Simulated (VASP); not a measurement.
# Nb (Im-3m) in VASP: notebook, part 2 of 2

VASP 6.6.1. The steps go on from the part before.

### Step 3. Single point, r2SCAN

Input file POSCAR:

```
Nb
1.0
   -1.6511317439      1.6511317439      1.6511317439
    1.6511317439     -1.6511317439      1.6511317439
    1.6511317439      1.6511317439     -1.6511317439
Nb
1
Direct
    0.0000000000      0.0000000000      0.0000000000
```

Input file INCAR.step1:

```
SYSTEM = Nb
PREC     = Accurate       ! precision mode
ENCUT    = 520            ! plane-wave cutoff, eV
ISMEAR   = 1              ! smearing method
SIGMA    = 0.2            ! smearing width, eV
LREAL    = .FALSE.        ! projectors in reciprocal space
LASPH    = .TRUE.         ! aspherical terms in the spheres
NELM     = 100            ! most SCF steps
NBANDS   = 12             ! bands
GGA      = PE             ! functional
ALGO     = Normal         ! electronic algorithm
EDIFF    = 1E-4           ! SCF threshold, eV
LWAVE    = .TRUE.         ! write WAVECAR
LCHARG   = .FALSE.        ! write CHGCAR
```

Input file INCAR.step2:

```
SYSTEM = Nb
PREC     = Accurate       ! precision mode
ENCUT    = 520            ! plane-wave cutoff, eV
EDIFF    = 1E-6           ! SCF threshold, eV
ISMEAR   = 1              ! smearing method
SIGMA    = 0.2            ! smearing width, eV
LREAL    = .FALSE.        ! projectors in reciprocal space
LASPH    = .TRUE.         ! aspherical terms in the spheres
NELM     = 100            ! most SCF steps
ALGO     = Normal         ! electronic algorithm
ISIF     = 2              ! what is computed and relaxed
LWAVE    = .FALSE.        ! write WAVECAR
LCHARG   = .TRUE.         ! write CHGCAR
METAGGA  = R2SCAN         ! meta-GGA
LMIXTAU  = .TRUE.       
LELF     = .TRUE.         ! ELF
LVHAR    = .TRUE.       
NBANDS   = 12             ! bands
ISTART   = 1
```

Input file KPOINTS:

```
regular mesh
0
G
  13 13 13
  0 0 0
```

Potentials or basis: VASP PAW PBE potentials, release 64 (Nb_sv).

Started as:

```
$ cat potpaw_PBE.64/Nb_sv/POTCAR > POTCAR
$ cp INCAR.step1 INCAR
$ mpirun -np 1 vasp_std > vasp.out
$ cp INCAR.step2 INCAR
$ mpirun -np 1 vasp_std > vasp.out
```

OUTCAR:

```text
SYSTEM = Nb
   PREC = Accurate
   ENCUT = 520
   EDIFF = 1E-6
   ISMEAR = 1
   LREAL = .FALSE.
   LASPH = .TRUE.
   NELM = 100
   ISIF = 2
   METAGGA = R2SCAN
   ISTART = 1

 ion  position               nearest neighbor table
   1  0.000  0.000  0.000-

  LATTYP: Found a body centered cubic cell.
 ALAT       =     3.3022634878

  Lattice vectors:

 A1 = (  -1.6511317439,   1.6511317439,   1.6511317439)
 A2 = (   1.6511317439,  -1.6511317439,   1.6511317439)
 A3 = (   1.6511317439,   1.6511317439,  -1.6511317439)

Analysis of symmetry for initial positions (statically):
=====================================================================
 Subroutine PRICEL returns:
 Original cell was already a primitive cell.

 Routine SETGRP: Setting up the symmetry group for a
 body centered cubic supercell.

 Subroutine GETGRP returns: Found 48 space group operations
 (whereof 48 operations were pure point group operations)
 out of a pool of 48 trial point group operations.

The static configuration has the point symmetry O_h .

Analysis of symmetry for dynamics (positions and initial velocities):
=====================================================================
 Subroutine PRICEL returns:
 Original cell was already a primitive cell.

 Routine SETGRP: Setting up the symmetry group for a
 body centered cubic supercell.

 Subroutine GETGRP returns: Found 48 space group operations
 (whereof 48 operations were pure point group operations)
 out of a pool of 48 trial point group operations.

The dynamic configuration has the point symmetry O_h .

 Subroutine INISYM returns: Found 48 space group operations
 (whereof 48 operations are pure point group operations),
 and found     1 'primitive' translations

----------------------------------------------------------------------------------------

                                     Primitive cell

  volume of cell :      18.0055

  direct lattice vectors                    reciprocal lattice vectors
    -1.651131744  1.651131744  1.651131744     0.000000000  0.302822595  0.302822595
     1.651131744 -1.651131744  1.651131744     0.302822595  0.000000000  0.302822595
     1.651131744  1.651131744 -1.651131744     0.302822595  0.302822595  0.000000000

  length of vectors
     2.859844070  2.859844070  2.859844070     0.428255821  0.428255821  0.428255821

  position of ions in fractional coordinates (direct lattice)
     0.000000000  0.000000000  0.000000000

  ion indices of the primitive-cell ions
   primitive index   ion index
                 1           1

----------------------------------------------------------------------------------------

 KPOINTS: regular mesh

Automatic generation of k-mesh.
 Grid dimensions read from file:
 generate k-points for:   13   13   13

 Generating k-lattice:

  Cartesian coordinates                     Fractional coordinates (reciprocal lattice)
     0.000000000  0.023294046  0.023294046     0.076923077  0.000000000  0.000000000
     0.023294046  0.000000000  0.023294046     0.000000000  0.076923077  0.000000000
     0.023294046  0.023294046  0.000000000     0.000000000  0.000000000  0.076923077

  Length of vectors
     0.032942755  0.032942755  0.032942755

  Shift w.r.t. Gamma in fractional coordinates (k-lattice)
     0.000000000  0.000000000  0.000000000

 Subroutine IBZKPT returns following result:
 ===========================================

 Found     84 irreducible k-points:

 Following reciprocal coordinates:
            Coordinates               Weight
  0.000000  0.000000  0.000000      1.000000
  0.076923  0.000000  0.000000     12.000000
  0.153846  0.000000  0.000000     12.000000
  0.230769  0.000000  0.000000     12.000000
  0.307692  0.000000  0.000000     12.000000
  0.384615  0.000000  0.000000     12.000000
[... 16 lines left out ...]
  0.153846  0.076923  0.076923     24.000000
  0.230769  0.076923  0.076923     24.000000
 [... further k-points ...]
   k-points           NKPTS =     84   k-points in BZ     NKDIM =     84   number of bands    NBANDS=     12
   number of dos      NEDOS =    301   number of ions     NIONS =      1
   total plane-waves  NPLWV =  13824
   dimension x,y,z NGX =    24 NGY =   24 NGZ =   24
   dimension x,y,z NGXF=    48 NGYF=   48 NGZF=   48
   ions per type =               1
   NGX,Y,Z   is equivalent  to a cutoff of  13.95, 13.95, 13.95 a.u.
   NGXF,Y,Z  is equivalent  to a cutoff of  27.90, 27.90, 27.90 a.u.
 SYSTEM =  Nb
   PREC   = accura    normal or accurate (medium, high low for compatibility)
   ISTART =      1    job   : 0-new  1-cont  2-samecut
   ICHARG =      0    charge: 1-file 2-atom 10-const
   ISPIN  =      1    spin polarized calculation?
   LNONCOLLINEAR =      F non collinear calculations
   LSORBIT =      F    spin-orbit coupling
   LASPH  =      T    aspherical Exc in radial PAW
   ENCUT  =  520.0 eV  38.22 Ry    6.18 a.u.   5.32  5.32  5.32*2*pi/ulx,y,z
   NELM   =    100;   NELMIN=  2; NELMDL=  0     # of ELM steps
   EDIFF  = 0.1E-05   stopping-criterion for ELM
   LREAL  =      F    real-space projection
   EDIFFG = 0.1E-04   stopping-criterion for IOM
   NSW    =      0    number of steps for IOM
   IBRION =     -1    ionic relax: 0-MD 1-quasi-New 2-CG
   NFREE  =      0    steps in history (QN), initial steepest desc. (CG)
   ISIF   =      2    stress and relaxation
   ISYM   =      2    0-nonsym 1-usesym 2-fastsym
   POTIM  = 0.5000    time-step for ionic-motion
   TEBEG  =    0.0;   TEEND  =   0.0 temperature during run
   PSTRESS=    0.0 pullay stress
   NELECT =      13.0000    total number of electrons
   NUPDOWN=      -1.0000    fix difference up-down
   EMIN   =  10.00;   EMAX   =-10.00  energy-range for DOS
   EFERMI =   0.00;   METHOD = LEGACY
   ISMEAR =     1;   SIGMA  =   0.20  broadening in eV -4-tet -1-fermi 0-gaus
   EFERMI_NEDOS =   21; number of points for ismear=-14 and -15
   IALGO  =     38    algorithm
   IMIX   =      4    mixing-type and parameters
     AMIX     =   0.40;   BMIX     =  1.00
     AMIX_MAG =   1.60;   BMIX_MAG =  1.00
  volume/ion in A,a.u.               =      18.01       121.51
  Fermi-wavevector in a.u.,A,eV,Ry     =   1.468659  2.775363 29.347202  2.156958
  Thomas-Fermi vector in A             =   2.584130
   LORBIT       =      0    0 simple, 1 ext, 2 COOP (PROOUT), +10 PAW based schemes
   METAGGA = R2SCAN    functional components
   LHFCALC =     F    Hartree Fock is set to
   AEXX    =    0.0000 exact exchange contribution
   IVDW    =     0    specifies the selected vdW correction
   LEPSILON=     F    determine dielectric tensor
   LRPA    =     F    only Hartree local field effects (RPA)
 non-spin polarized calculation
 Methfessel and Paxton  Order N= 1 SIGMA  =   0.20
  energy-cutoff  :      520.00
  volume of cell :       18.01
 maximum number of plane-waves:       493
 NGX is ok and might be reduce to    24
   NGX = 11   NGY = 11   NGZ = 11

 number of electron      13.0000000 magnetization

 Free energy of the ion-electron system (eV)
  ---------------------------------------------------
  ext. energy  EPLUGINS =         0.00000000
  ---------------------------------------------------
  free energy    TOTEN  =       -24.84632708 eV

  energy without entropy =      -24.84944404  energy(sigma->0) =      -24.84736607

 E-fermi :  11.1474     XC(G=0): -13.6271

 val. band max:       11.1107030373   @ k =  -0.1538   0.2308   0.0769
 cond. band min:      11.2177459118   @ k =   0.3077   0.1538  -0.0000
 fundamental gap:      0.1070428746
 Fermi energy:        11.1474341299

 k-point     1 :       0.0000    0.0000    0.0000
  band No.  band energies     occupation
      1     -45.0017      2.00000
      2     -19.5413      2.00000
      3     -19.5413      2.00000
      4     -19.5413      2.00000
      5       4.8566      2.00000
      6      11.5912     -0.00741
      7      11.5912     -0.00741
      8      11.5912     -0.00741
      9      14.7151     -0.00000
     10      14.7151     -0.00000
     11      26.0211      0.00000
     12      26.0211      0.00000
[... 331 lines left out ...]
 k-point    24 :       0.2308    0.0769    0.0769
  band No.  band energies     occupation
      1     -44.8073      2.00000
      2     -20.5787      2.00000
      3     -19.8541      2.00000
      4     -19.6244      2.00000
      5       7.8170      2.00000
      6       9.8811      2.00000
      7      10.5842      2.00050
      8      14.4978     -0.00000
      9      15.0558     -0.00000
     10      16.1665      0.00000
     11      25.8166      0.00000
     12      26.5960      0.00000

 [... further k-points ...]

------------------------ aborting loop because EDIFF is reached ----------------------------------------

  FORCE on cell =-STRESS in cart. coord.  units (eV):
  Direction    XX          YY          ZZ          XY          YZ          ZX
  --------------------------------------------------------------------------------------
  -------------------------------------------------------------------------------------
  Total       -0.0756595     -0.0756595     -0.0756595     -0.0000000      0.0000000     -0.0000000
  in kB       -6.7323822     -6.7323822     -6.7323822     -0.0000000      0.0000000     -0.0000000
  external PRESSURE =      -6.7323822 kB  Pullay stress =       0.0000000 kB

 VOLUME and BASIS-vectors are now :
 -----------------------------------------------------------------------------
  energy-cutoff  :      520.00
  volume of cell :       18.01
      direct lattice vectors                 reciprocal lattice vectors
    -1.651131744  1.651131744  1.651131744     0.000000000  0.302822595  0.302822595
     1.651131744 -1.651131744  1.651131744     0.302822595  0.000000000  0.302822595
     1.651131744  1.651131744 -1.651131744     0.302822595  0.302822595  0.000000000

 POSITION                                       TOTAL-FORCE (eV/Angst)
 -----------------------------------------------------------------------------------
      0.00000      0.00000      0.00000        -0.000000      0.000000     -0.000000
 -----------------------------------------------------------------------------------
    total drift:                               -0.000000      0.000000      0.000000

  FREE ENERGIE OF THE ION-ELECTRON SYSTEM (eV)
  ---------------------------------------------------
  free  energy   TOTEN  =       -24.8463270776 eV

  energy  without entropy=      -24.8494440403  energy(sigma->0) =      -24.84736607
```

Run time: 2.7 min. Hardware: 1 thread of AMD EPYC 7R13, shared host; peak memory 0.12 GiB.

Results:

```
Free energy : -24.8463 eV
Pressure    : -0.7 GPa
```

Levels at points of the mesh, in eV from the Fermi level:
```
           k point  band 4  band 5  band 6  band 7  band 8  band 9
(0.00, 0.00, 0.00)  -30.69   -6.29    0.44    0.44    0.44    3.57
```

Caveat: the PAW data sets were made with another functional, which shifts forces and pressure a little.

### Step 4. Single point, r2SCAN

POSCAR is that of step 3.

Input file INCAR.step1:

```
SYSTEM = Nb
ALGO = Normal
EDIFF = 1E-4
ENCUT = 520
GGA = PE
ISMEAR = 1
LASPH = .TRUE.
LCHARG = .FALSE.
LREAL = .FALSE.
LWAVE = .TRUE.
NBANDS = 12
NELM = 60
PREC = Accurate
SIGMA = 0.3
```

Input file INCAR.step2:

```
SYSTEM = Nb
ALGO = Normal
EDIFF = 1E-6
ENCUT = 520
ISIF = 2
ISMEAR = 1
ISTART = 1
LASPH = .TRUE.
LCHARG = .TRUE.
LELF = .TRUE.
LMIXTAU = .TRUE.
LREAL = .FALSE.
LVHAR = .TRUE.
LWAVE = .FALSE.
METAGGA = R2SCAN
NBANDS = 12
NELM = 60
PREC = Accurate
SIGMA = 0.3
```

Input file KPOINTS:

```
k-points
0
G
  13 13 13
  0 0 0
```

Potentials or basis: VASP PAW PBE potentials, release 64 (Nb_sv).

Started as:

```
$ cat potpaw_PBE.64/Nb_sv/POTCAR > POTCAR
$ cp INCAR.step1 INCAR
$ mpirun -np 1 vasp_std > vasp.out
$ cp INCAR.step2 INCAR
$ mpirun -np 1 vasp_std > vasp.out
```

OUTCAR:

```text
SYSTEM = Nb
   EDIFF = 1E-6
   ENCUT = 520
   ISIF = 2
   ISMEAR = 1
   ISTART = 1
   LASPH = .TRUE.
   LREAL = .FALSE.
   METAGGA = R2SCAN
   NELM = 60
   PREC = Accurate

 ion  position               nearest neighbor table
   1  0.000  0.000  0.000-

  LATTYP: Found a body centered cubic cell.
 ALAT       =     3.3022634878

  Lattice vectors:

 A1 = (  -1.6511317439,   1.6511317439,   1.6511317439)
 A2 = (   1.6511317439,  -1.6511317439,   1.6511317439)
 A3 = (   1.6511317439,   1.6511317439,  -1.6511317439)

Analysis of symmetry for initial positions (statically):
=====================================================================
 Subroutine PRICEL returns:
 Original cell was already a primitive cell.

 Routine SETGRP: Setting up the symmetry group for a
 body centered cubic supercell.

 Subroutine GETGRP returns: Found 48 space group operations
 (whereof 48 operations were pure point group operations)
 out of a pool of 48 trial point group operations.

The static configuration has the point symmetry O_h .

Analysis of symmetry for dynamics (positions and initial velocities):
[... 168 lines left out ...]
      2     -19.5422      2.00000
      3     -19.5422      2.00000
      4     -19.5422      2.00000
      5       4.8560      2.00000
      6      11.5901     -0.05881
      7      11.5901     -0.05881
      8      11.5901     -0.05881
      9      14.7151     -0.00000
     10      14.7151     -0.00000
     11      26.0211      0.00000
     12      26.0211      0.00000
[... 331 lines left out ...]
 k-point    24 :       0.2308    0.0769    0.0769
  band No.  band energies     occupation
      1     -44.8084      2.00000
      2     -20.5796      2.00000
      3     -19.8551      2.00000
      4     -19.6253      2.00000
      5       7.8163      2.00000
      6       9.8802      2.00000
      7      10.5836      2.02209
      8      14.4975     -0.00000
      9      15.0556     -0.00000
     10      16.1656     -0.00000
     11      25.8164      0.00000
     12      26.5956      0.00000

 [... further k-points ...]

------------------------ aborting loop because EDIFF is reached ----------------------------------------

  FORCE on cell =-STRESS in cart. coord.  units (eV):
  Direction    XX          YY          ZZ          XY          YZ          ZX
  --------------------------------------------------------------------------------------
  -------------------------------------------------------------------------------------
  Total       -0.0542296     -0.0542296     -0.0542296      0.0000000      0.0000000     -0.0000000
  in kB       -4.8254945     -4.8254945     -4.8254945      0.0000000      0.0000000     -0.0000000
  external PRESSURE =      -4.8254945 kB  Pullay stress =       0.0000000 kB

 VOLUME and BASIS-vectors are now :
 -----------------------------------------------------------------------------
  energy-cutoff  :      520.00
  volume of cell :       18.01
      direct lattice vectors                 reciprocal lattice vectors
    -1.651131744  1.651131744  1.651131744     0.000000000  0.302822595  0.302822595
     1.651131744 -1.651131744  1.651131744     0.302822595  0.000000000  0.302822595
     1.651131744  1.651131744 -1.651131744     0.302822595  0.302822595  0.000000000

 POSITION                                       TOTAL-FORCE (eV/Angst)
 -----------------------------------------------------------------------------------
      0.00000      0.00000      0.00000         0.000000      0.000000     -0.000000
 -----------------------------------------------------------------------------------
    total drift:                                0.000000     -0.000000      0.000000

  FREE ENERGIE OF THE ION-ELECTRON SYSTEM (eV)
  ---------------------------------------------------
  free  energy   TOTEN  =       -24.8458505736 eV

  energy  without entropy=      -24.8442005603  energy(sigma->0) =      -24.84530057
```

OUTCAR.step1:

```text
SYSTEM = Nb
   EDIFF = 1E-4
   ENCUT = 520
   GGA = PE
   ISMEAR = 1
   LASPH = .TRUE.
[... 578 lines left out ...]
 -----------------------------------------------------------------------------------
      0.00000      0.00000      0.00000         0.000000      0.000000      0.000000
 -----------------------------------------------------------------------------------
    total drift:                               -0.000000      0.000000      0.000000

  FREE ENERGIE OF THE ION-ELECTRON SYSTEM (eV)
  ---------------------------------------------------
  free  energy   TOTEN  =       -10.2202335392 eV

  energy  without entropy=      -10.2185303256  energy(sigma->0) =      -10.21966580
```

Wall time 2.4 min (1 thread of AMD EPYC 7R13, shared host); peak memory 0.12 GiB.

What came out:

```
Free energy : -24.8459 eV
Pressure    : -0.5 GPa
```

Levels at points of the mesh, in eV from the Fermi level:
```csv
k point,band 3,band 4,band 5,band 6,band 7,band 8,band 9,band 10
"(0.00, 0.00, 0.00)",-30.69,-30.69,-6.30,0.44,0.44,0.44,3.56,3.56
```

Caveat: the PAW data sets were made with another functional, which shifts forces and pressure a little.

### Step 5. The runs side by side

| smearing | gap on the mesh (eV) | pressure (GPa) |
| --- | --- | --- |
| fermi-dirac 0.3 eV | none | 1.7 |
| methfessel-paxton 0.2 eV | none | -0.7 |
| methfessel-paxton 0.3 eV | none | -0.5 |

Alike in all rows: task single point; level r2SCAN; potentials or basis VASP PAW PBE potentials, release 64 (Nb_sv); no spin polarisation; cell as given; k mesh 13 × 13 × 13; cutoff (eV) 520.

Every run on the cell as given and a fine mesh finds a metal.

Caveats: the PAW data sets were made with another functional, which shifts forces and pressure a little.

Absolute energies hang on the potentials; compare differences alone.
